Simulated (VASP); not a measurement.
Hf3F2:

```xyz
5
Lattice="4.5378 0.0000 0.0000 0.0000 4.5378 0.0000 0.0000 0.0000 4.5378" Properties=species:S:1:pos:R:3 pbc="T T T"
Hf    2.2689    0.0000    0.0000
Hf    0.0000    2.2689    0.0000
Hf    0.0000    0.0000    2.2689
F     0.0000    0.0000    0.0000
F     2.2689    2.2689    2.2689
```

The cell was built from a structure type or drawn by symmetry, and may not be a known phase.

```yaml
Program: VASP 6.6.1
Task: relaxation of cell and atoms
Functional: PBE
Potentials_or_basis: VASP PAW PBE potentials, release 64 (Hf_pv, F)
Cutoff: 600 eV
k_mesh: 8 × 8 × 8
Occupations: gaussian, width 0.1 eV
Spin: no spin polarisation
```

At the start: pressure -1.8 GPa; volume 18.69 Å³/atom.

Task: Where does the relaxation end?

Result: Over 3 steps the energy falls by 2.4 meV/atom and the volume is 18.26 Å³/atom (-2.3 %); space group Pm-3m (No. 221, to 0.1 Å) before and after.

Step by step:
| step | energy change (eV) | largest force (eV/Å) | pressure (GPa) | volume (Å³) |
| --- | --- | --- | --- | --- |
| 1 | 0.0000 | 0.0000 | -1.78 | 93.44 |
| 2 | -0.0109 | 0.0000 | 0.60 | 90.66 |
| 3 | -0.0121 | 0.0000 | 0.00 | 91.32 |

Final structure:
```
Hf F
1.0
     4.50318    0.00000    0.00000
     0.00000    4.50318    0.00000
     0.00000    0.00000    4.50318
Hf F
3 2
Direct
  0.50000 0.00000 0.00000
  0.00000 0.50000 0.00000
  0.00000 0.00000 0.50000
  0.00000 0.00000 0.00000
  0.50000 0.50000 0.50000
```
